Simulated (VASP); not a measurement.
Runs of VASP 6.6.1 on Al3Cu. The structure is that of space group R-3m (No. 166), or close to it. The cells are those of the table. 

```csv
cell,further INCAR settings,gap on the mesh (eV),pressure (GPa)
"a = 3.897 Å, angles 92.7°, 4 atoms",ALGO = Fast; EDIFF = 1e-07; NBANDS = 18,none,(a)
"a = 3.898 Å, angles 87.0°, 4 atoms",ALGO = Fast; EDIFF = 1e-06; NBANDS = 18,none,0.8
"a = 4.164 Å, angles 67.3°, 4 atoms",ALGO = Fast; EDIFF = 1e-06; NBANDS = 18,none,35.2
"a = 3.922 Å, angles 82.7°, 4 atoms",ALGO = Fast; EDIFF = 1e-07; NBANDS = 18,none,4.0
```

Alike in all rows: task single point; level PBEsol; potentials or basis VASP PAW PBE potentials, release 64 (Al, Cu); no spin polarisation; k mesh 14 × 14 × 14; cutoff (eV) 520; smearing gaussian 0.15 eV.

Q: Estimate the missing entries.

A: (a) 0.7.

Caveats: the PAW data sets were made with another functional, which shifts forces and pressure a little; the cell stands under pressure (at least some runs).

A gap of «none» marks levels without a gap at the run's occupations.
